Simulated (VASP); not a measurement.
Wanted: the native input for a VASP 6.6.1 run.

| Quantity | Value |
| --- | --- |
| Task | single point |
| Functional | PBE |
| Potentials or basis | VASP PAW PBE potentials, release 64 (Ta_pv, Ru_pv) |
| Cutoff | 520 eV |
| k mesh | 10 × 10 × 10 |
| Occupations | gaussian, width 0.1 eV |
| Spin | no spin polarisation |
| Dipole correction | no |
| Further INCAR settings | ALGO = Fast; EDIFF = 1e-06; NBANDS = 45 |

The structure of Ta2Ru lies in POSCAR:

```
Ta2Ru
1.0
    0.0000000000      3.7456359221      3.7456359221
    3.7456359221      0.0000000000      3.7456359221
    3.7456359221      3.7456359221      0.0000000000
Ta Ru
4 2
Direct
    0.1250000000      0.1250000000      0.1250000000
    0.6250000000      0.1250000000      0.1250000000
    0.1250000000      0.1250000000      0.6250000000
    0.1250000000      0.6250000000      0.1250000000
    0.5000000000      0.5000000000      0.5000000000
    0.7500000000      0.7500000000      0.7500000000
```

The input as run:

INCAR

```
SYSTEM = Ta2Ru
  PREC = Accurate
  ENCUT = 520
  EDIFF = 1E-6
  ISMEAR = 0
  SIGMA = 0.1
  LREAL = .False.
  LASPH = .True.
  NELM = 80
  ALGO = Fast
  ISIF = 2
  LWAVE = .False.
  LCHARG = .True.
  GGA = PE
  LELF = .True.
  LVHAR = .True.
  NBANDS = 45
```

KPOINTS

```
Automatic mesh
0
Gamma
  10 10 10
  0 0 0
```

Potentials or basis: VASP PAW PBE potentials, release 64 (Ta_pv, Ru_pv).

Command:

```console
$ cat potpaw_PBE.64/Ta_pv/POTCAR potpaw_PBE.64/Ru_pv/POTCAR > POTCAR
$ mpirun -np 1 vasp_std > vasp.out
```

It gave:

```
Pressure               : 0.3 GPa
Band gap on the k mesh : zero (band 36 reaches 6.90 eV, above the bottom of band 37 at 6.38 eV)
```

Caveat: spin-orbit coupling is left out, which moves the levels of the heavy elements.

Run time: 2.7 min on 1 thread of Intel(R) Xeon(R) 6975P-C (Granite Rapids), with other jobs on the host, peak memory 0.35 GiB.
